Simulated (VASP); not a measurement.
Input of a VASP 6.6.1 run:

File INCAR:

```
  ALGO = Normal
  EDIFF = 1E-6
  ENCUT = 520
  GGA = PE
  ISIF = 2
  ISMEAR = 0
  LASPH = T
  LCHARG = F
  LREAL = F
  LWAVE = F
  NBANDS = 26
  NELM = 100
  PREC = Accurate
  SIGMA = 0.05
```

File KPOINTS:

```
k-points
0
Gamma
  10 10 3
```

The input POSCAR:

```
SiC
1.0
   -3.0941201809      0.0000000000      0.0000000000
   -1.5470600905     -2.6795866790      0.0000000000
    0.0000000000      0.0000000000      9.8293391998
Si C
4 4
Direct
    0.6666666667      0.6666666667      0.0969144983
    0.3333333333      0.3333333333      0.6121749341
    1.0000000000      1.0000000000      0.8698622108
    1.0000000000      1.0000000000      0.3546017750
    0.6666666667      0.6666666667      0.9336595830
    0.3333333333      0.3333333333      0.4183991471
    0.0000000000      0.0000000000      0.6766892732
    0.0000000000      0.0000000000      0.1614288374
```

Potentials or basis: VASP PAW PBE potentials, release 64 (Si, C).

Run with:

```bash
$ cat potpaw_PBE.64/Si/POTCAR potpaw_PBE.64/C/POTCAR > POTCAR
$ mpirun -np 1 vasp_std > vasp.out
```

Problem. What does it give for the pressure?

Solution. 10.8 GPa.

Problem. Estimate the band gap on the k mesh.

Solution. 1.98 eV, indirect (least direct gap 3.04 eV).

Forces in eV/Å, atoms in the order of the input:
```
Si   0.000  0.000  8.830
Si   0.000  0.000 -0.265
Si   0.000  0.000 -1.197
Si   0.000  0.000 -0.258
C    0.000  0.000 -8.503
C    0.000  0.000  0.258
C    0.000  0.000  0.297
C    0.000  0.000  0.838
```

Caveat: forces of over 1 eV/Å act on the atoms, so gaps and moduli don't describe the material at rest. A k mesh can miss the band edges.
